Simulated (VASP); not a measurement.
**Te5Pd: relaxation of cell and atoms with PBE**

The system is Te5Pd.

```
Te Pd
1.0
     6.25790    0.00000    0.00000
     0.00000    6.25790    0.00000
     0.00000    0.00000    6.25790
Te Pd
5 1
Direct
  0.76414 0.76414 0.76414
  0.23586 0.23586 0.76414
  0.23586 0.76414 0.23586
  0.76414 0.23586 0.23586
  0.50000 0.50000 0.50000
  0.00000 0.00000 0.00000
```

The cell was generated, and may not be a known phase.

* Program: VASP 6.6.1
* Task: relaxation of cell and atoms
* Functional: PBE
* Potentials or basis: VASP PAW PBE potentials, release 64 (Te, Pd)
* Cutoff: 600 eV
* k mesh: 6 × 6 × 6
* Occupations: gaussian, width 0.1 eV
* Spin: no spin polarisation
* Dipole correction: no
* Further INCAR settings: ALGO = Normal; EDIFF = 1e-06; IBRION = 2; EDIFFG = -0.01; NSW = 100; ISIF = 3

```json
{
  "Relaxed volume": "40.78 Å³/atom",
  "Relaxed cell": "a = 6.255 Å, b = 6.255 Å, c = 6.255 Å, α = 90.00°, β = 90.00°, γ = 90.00°",
  "Space group after relaxing (to 0.1 Å)": "P-43m (No. 215)",
  "Energy gained by relaxing": "0.0 meV/atom",
  "Ionic steps": "2",
  "Pressure after relaxing": "0.0 GPa",
  "Largest force after relaxing": "0.007 eV/Å",
  "Band gap on the k mesh": "zero (bands 20 and 21 overlap by 0.84 eV)"
}
```

Forces in eV/Å, atoms in the order of the input:
```
Te  -0.004 -0.004 -0.004
Te   0.004  0.004 -0.004
Te   0.004 -0.004  0.004
Te  -0.004  0.004  0.004
Te   0.000  0.000  0.000
Pd   0.000  0.000  0.000
```

Final structure:
```
CELL_PARAMETERS angstrom
6.25460 0.00000 0.00000
0.00000 6.25460 0.00000
0.00000 0.00000 6.25460
ATOMIC_POSITIONS crystal
Te 0.76411 0.76411 0.76411
Te 0.23589 0.23589 0.76411
Te 0.23589 0.76411 0.23589
Te 0.76411 0.23589 0.23589
Te 0.50000 0.50000 0.50000
Pd 0.00000 0.00000 0.00000
```

Levels at points of the mesh, in eV from the Fermi level:
```csv
k point,band 18,band 19,band 20,band 21,band 22,band 23
"(0.00, 0.00, 0.00)",-0.59,-0.59,0.60,0.60,0.60,1.12
"(0.50, 0.00, 0.00)",-0.70,-0.70,-0.24,-0.24,0.59,0.83
"(0.50, 0.50, 0.00)",-0.29,-0.29,0.00,0.45,0.83,0.89
"(0.50, 0.50, 0.50)",0.05,0.05,0.05,0.40,0.40,1.53
```

Wall time 4.1 min on 1 thread of Intel(R) Xeon(R) 6975P-C (Granite Rapids), with other jobs on the host, peak memory 0.44 GiB.

Caveat: spin-orbit coupling is left out, which moves the levels of the heavy elements.
